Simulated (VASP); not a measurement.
# Lu (Pm-3m) in VASP: a series of runs

Runs on Lu. Level: PBE. Tasks: single point.

All numbers are computed with VASP 6.6.1; they aren't measurements. Logs are shortened: lines on timing, memory, paths and dates and some standing lists are left out, and cuts for length are marked.

**1. The cell of the first run**

The structure is cubic, space group Pm-3m (No. 221). The conventional cell has a = 3.073 Å, b = 3.073 Å, c = 3.073 Å, α = 90.00°, β = 90.00°, γ = 90.00°. Lu (site symmetry m-3m) has 6 Lu at 3.07 Å within 4.0 Å.

This isn't the form of Lu at room conditions, which is hcp.

**2. Single point, PBE (29.03 Å³/atom)**

Contents of INCAR:

```
SYSTEM = Lu
PREC     = Accurate       ! precision mode
ENCUT    = 520            ! plane-wave cutoff, eV
EDIFF    = 1E-6           ! SCF threshold, eV
ISMEAR   = -1             ! smearing method
SIGMA    = 0.1            ! smearing width, eV
LREAL    = .False.        ! projectors in reciprocal space
LASPH    = .True.         ! aspherical terms in the spheres
NELM     = 60             ! most SCF steps
ALGO     = Normal         ! electronic algorithm
ISIF     = 2              ! what is computed and relaxed
LWAVE    = .False.        ! write WAVECAR
LCHARG   = .True.         ! write CHGCAR
GGA      = PE             ! functional
LELF     = .True.         ! ELF
LVHAR    = .True.       
NBANDS   = 18             ! bands
```

Contents of KPOINTS:

```
Automatic mesh
0
Gamma
  11 11 11
  0 0 0
```

Contents of POSCAR:

```
Lu
1.0
    3.0734509393      0.0000000000      0.0000000000
    0.0000000000      3.0734509393      0.0000000000
    0.0000000000      0.0000000000      3.0734509393
Lu
1
Direct
    0.0000000000      0.0000000000      0.0000000000
```

Potentials or basis: VASP PAW PBE potentials, release 64 (Lu).

Command:

```
$ cat potpaw_PBE.64/Lu/POTCAR > POTCAR
$ mpirun -np 1 vasp_std > vasp.out
```

OUTCAR:

```text
SYSTEM = Lu
   PREC = Accurate
   ENCUT = 520
   EDIFF = 1E-6
   ISMEAR = -1
   LREAL = .False.
   LASPH = .True.
   NELM = 60
   ISIF = 2
   GGA = PE

 ion  position               nearest neighbor table
   1  0.000  0.000  0.000-

  LATTYP: Found a simple cubic cell.
 ALAT       =     3.0734509393

  Lattice vectors:

 A1 = (   3.0734509393,   0.0000000000,   0.0000000000)
 A2 = (   0.0000000000,   3.0734509393,   0.0000000000)
 A3 = (   0.0000000000,   0.0000000000,   3.0734509393)

Analysis of symmetry for initial positions (statically):
=====================================================================
 Subroutine PRICEL returns:
 Original cell was already a primitive cell.

 Routine SETGRP: Setting up the symmetry group for a
 simple cubic supercell.

 Subroutine GETGRP returns: Found 48 space group operations
 (whereof 48 operations were pure point group operations)
 out of a pool of 48 trial point group operations.

The static configuration has the point symmetry O_h .

Analysis of symmetry for dynamics (positions and initial velocities):
=====================================================================
 Subroutine PRICEL returns:
 Original cell was already a primitive cell.

 Routine SETGRP: Setting up the symmetry group for a
 simple cubic supercell.

 Subroutine GETGRP returns: Found 48 space group operations
 (whereof 48 operations were pure point group operations)
 out of a pool of 48 trial point group operations.

The dynamic configuration has the point symmetry O_h .

 Subroutine INISYM returns: Found 48 space group operations
 (whereof 48 operations are pure point group operations),
 and found     1 'primitive' translations

----------------------------------------------------------------------------------------

                                     Primitive cell

  volume of cell :      29.0321

  direct lattice vectors                    reciprocal lattice vectors
     3.073450939  0.000000000  0.000000000     0.325367159  0.000000000  0.000000000
     0.000000000  3.073450939  0.000000000     0.000000000  0.325367159  0.000000000
     0.000000000  0.000000000  3.073450939     0.000000000  0.000000000  0.325367159

  length of vectors
     3.073450939  3.073450939  3.073450939     0.325367159  0.325367159  0.325367159

  position of ions in fractional coordinates (direct lattice)
[... 71 lines left out ...]
   ISPIN  =      1    spin polarized calculation?
   LNONCOLLINEAR =      F non collinear calculations
   LSORBIT =      F    spin-orbit coupling
   LASPH  =      T    aspherical Exc in radial PAW
   ENCUT  =  520.0 eV  38.22 Ry    6.18 a.u.   5.71  5.71  5.71*2*pi/ulx,y,z
   NELM   =     60;   NELMIN=  2; NELMDL= -5     # of ELM steps
   EDIFF  = 0.1E-05   stopping-criterion for ELM
   LREAL  =      F    real-space projection
   EDIFFG = 0.1E-04   stopping-criterion for IOM
   NSW    =      0    number of steps for IOM
   IBRION =     -1    ionic relax: 0-MD 1-quasi-New 2-CG
   NFREE  =      0    steps in history (QN), initial steepest desc. (CG)
   ISIF   =      2    stress and relaxation
   ISYM   =      2    0-nonsym 1-usesym 2-fastsym
   POTIM  = 0.5000    time-step for ionic-motion
   TEBEG  =    0.0;   TEEND  =   0.0 temperature during run
   PSTRESS=    0.0 pullay stress
   NELECT =      25.0000    total number of electrons
   NUPDOWN=      -1.0000    fix difference up-down
   EMIN   =  10.00;   EMAX   =-10.00  energy-range for DOS
   EFERMI =   0.00;   METHOD = LEGACY
   ISMEAR =    -1;   SIGMA  =   0.10  broadening in eV -4-tet -1-fermi 0-gaus
   EFERMI_NEDOS =   21; number of points for ismear=-14 and -15
   IALGO  =     38    algorithm
   IMIX   =      4    mixing-type and parameters
     AMIX     =   0.40;   BMIX     =  1.00
     AMIX_MAG =   1.60;   BMIX_MAG =  1.00
  volume/ion in A,a.u.               =      29.03       195.92
  Fermi-wavevector in a.u.,A,eV,Ry     =   1.557502  2.943252 33.005173  2.425812
  Thomas-Fermi vector in A             =   2.661143
   LORBIT       =      0    0 simple, 1 ext, 2 COOP (PROOUT), +10 PAW based schemes
   GGA     = PE    functional components
   LHFCALC =     F    Hartree Fock is set to
   AEXX    =    0.0000 exact exchange contribution
   IVDW    =     0    specifies the selected vdW correction
   LEPSILON=     F    determine dielectric tensor
   LRPA    =     F    only Hartree local field effects (RPA)
 non-spin polarized calculation
  energy-cutoff  :      520.00
  volume of cell :       29.03
 maximum number of plane-waves:       800
 NGX is ok and might be reduce to    24
   NGX = 11   NGY = 11   NGZ = 11

 number of electron      25.0000011 magnetization

 Free energy of the ion-electron system (eV)
  ---------------------------------------------------
  ext. energy  EPLUGINS =         0.00000000
  ---------------------------------------------------
  free energy    TOTEN  =        -3.64559435 eV

  energy without entropy =       -3.58605041  energy(sigma->0) =       -3.61582238

 E-fermi :   2.1981     XC(G=0): -10.6247

 val. band max:        2.1791345208   @ k =   0.4545   0.2727   0.1818
 cond. band min:       2.2113240128   @ k =   0.1818   0.0000   0.0000
 fundamental gap:      0.0321894919
 Fermi energy:         2.1981073816

 k-point     1 :       0.0000    0.0000    0.0000
  band No.  band energies     occupation
      1     -54.2800      2.00000
      2     -24.5979      2.00000
      3     -24.5979      2.00000
      4     -24.5979      2.00000
      5      -3.7204      2.00000
      6      -3.0358      2.00000
[... 481 lines left out ...]
      5      -3.0651      2.00000
      6      -3.0580      2.00000
[... 10 lines left out ...]
     17       8.4352      0.00000
     18      11.2673      0.00000

 [... further k-points ...]

------------------------ aborting loop because EDIFF is reached ----------------------------------------

  FORCE on cell =-STRESS in cart. coord.  units (eV):
  Direction    XX          YY          ZZ          XY          YZ          ZX
  --------------------------------------------------------------------------------------
  -------------------------------------------------------------------------------------
  Total        0.8465682      0.8465682      0.8465682      0.0000000      0.0000000     -0.0000000
  in kB       46.7190171     46.7190171     46.7190171      0.0000000      0.0000000     -0.0000000
  external PRESSURE =      46.7190171 kB  Pullay stress =       0.0000000 kB

 VOLUME and BASIS-vectors are now :
 -----------------------------------------------------------------------------
  energy-cutoff  :      520.00
  volume of cell :       29.03
      direct lattice vectors                 reciprocal lattice vectors
     3.073450939  0.000000000  0.000000000     0.325367159  0.000000000  0.000000000
     0.000000000  3.073450939  0.000000000     0.000000000  0.325367159  0.000000000
     0.000000000  0.000000000  3.073450939     0.000000000  0.000000000  0.325367159

 POSITION                                       TOTAL-FORCE (eV/Angst)
 -----------------------------------------------------------------------------------
      0.00000      0.00000      0.00000         0.000000      0.000000      0.000000
 -----------------------------------------------------------------------------------
    total drift:                                0.000000      0.000000      0.000000

  FREE ENERGIE OF THE ION-ELECTRON SYSTEM (eV)
  ---------------------------------------------------
  free  energy   TOTEN  =        -3.6455943468 eV

  energy  without entropy=       -3.5860504095  energy(sigma->0) =       -3.61582238
```

OSZICAR:

```text
N       E                     dE             d eps       ncg     rms          rms(c)
DAV:   1     0.837243318287E+02    0.83724E+02   -0.10347E+04  2490   0.463E+03
DAV:   2     0.257990872407E+01   -0.81144E+02   -0.79457E+02  2114   0.369E+02
DAV:   3    -0.353125189326E+01   -0.61112E+01   -0.60121E+01  2294   0.744E+01
DAV:   4    -0.373931633004E+01   -0.20806E+00   -0.20665E+00  2802   0.115E+01
DAV:   5    -0.374401617387E+01   -0.46998E-02   -0.46975E-02  2424   0.152E+00    0.300E+00
DAV:   6    -0.366189067649E+01    0.82125E-01   -0.23235E-01  3136   0.758E+00    0.127E+00
DAV:   7    -0.364636517425E+01    0.15526E-01   -0.34712E-02  2996   0.130E+00    0.257E-01
DAV:   8    -0.364533033784E+01    0.10348E-02   -0.49087E-03  3214   0.631E-01    0.910E-02
DAV:   9    -0.364559219560E+01   -0.26186E-03   -0.53943E-04  2800   0.230E-01    0.200E-02
DAV:  10    -0.364559336285E+01   -0.11673E-05   -0.38725E-05  2606   0.448E-02    0.765E-03
DAV:  11    -0.364559434675E+01   -0.98390E-06   -0.19468E-06  1862   0.140E-02
   1 F= -.36455943E+01 E0= -.36158224E+01  d E =-.595439E-01
```

stdout:

```text
POSCAR found type information on POSCAR Lu
 POSCAR found :  1 types and       1 ions
 scaLAPACK will be used
 LDA part: xc-table for (Slater+PW92), standard interpolation
 POSCAR, INCAR and KPOINTS ok, starting setup
 FFT: planning ... GRIDC
 FFT: planning ... GRID_SOFT
 FFT: planning ... GRID
 WAVECAR not read
 entering main loop
```

Wall time 17 s (1 thread of Intel Xeon Platinum 8259CL at 2.50GHz (Skylake/Cascade Lake), shared host); peak memory 0.16 GiB.

Results:

```yaml
Free_energy: -3.6456 eV
Pressure: 4.7 GPa
Band_gap_on_the_k_mesh: zero (an odd number of electrons rules out a gap without spin polarisation)
```

Caveat: the cell stands under pressure; spin-orbit coupling is left out, which moves the levels of the heavy elements.

[end of part 1 of 2]

The gap in the log of VASP goes by the Fermi energy; the results here count the filled bands.